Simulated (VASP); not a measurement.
CaTlH3, 5 atoms in the cell. The structure is cubic, space group Pm-3m (No. 221). The conventional cell has a = 4.499 Å, b = 4.499 Å, c = 4.499 Å, α = 90.00°, β = 90.00°, γ = 90.00°. Ca (site symmetry m-3m) has 12 H at 3.18 Å and 8 Tl at 3.90 Å within 4.2 Å. Within 3.0 Å of Tl (site symmetry m-3m) lie 6 H at 2.25 Å. Within 3.0 Å of H (site symmetry 4/mmm) lie 2 Tl at 2.25 Å. 

| Quantity | Value |
| --- | --- |
| Program | VASP 6.6.1 |
| Task | relaxation of cell and atoms |
| Functional | PBEsol |
| Potentials or basis | VASP PAW PBE potentials, release 64 (Ca_sv, Tl_d, H) |
| Cutoff | 600 eV |
| k mesh | 6 × 6 × 6 |
| Occupations | fermi-dirac, width 0.03 eV |
| Spin | no spin polarisation |
| Dipole correction | no |
| Further INCAR settings | ALGO = Normal; EDIFF = 1e-06; IBRION = 2; EDIFFG = -0.01; NSW = 100; ISIF = 3 |

Potentials or basis: VASP PAW PBE potentials, release 64 (Ca_sv, Tl_d, H).

The run is started by

```sh
$ cat potpaw_PBE.64/Ca_sv/POTCAR potpaw_PBE.64/Tl_d/POTCAR potpaw_PBE.64/H/POTCAR > POTCAR
$ mpirun -np 1 vasp_std > vasp.out
```

Hardware: 1 thread of Intel(R) Xeon(R) Platinum 8375C CPU @ 2.90GHz (Ice Lake), on a shared host.

Q: Estimate the wall time of this run.

A: Wall time 100 s on 1 thread of Intel(R) Xeon(R) Platinum 8375C CPU @ 2.90GHz (Ice Lake), with other jobs on the host, peak memory 0.24 GiB. Counts: scf iterations 47, k points 20, ion steps 5.
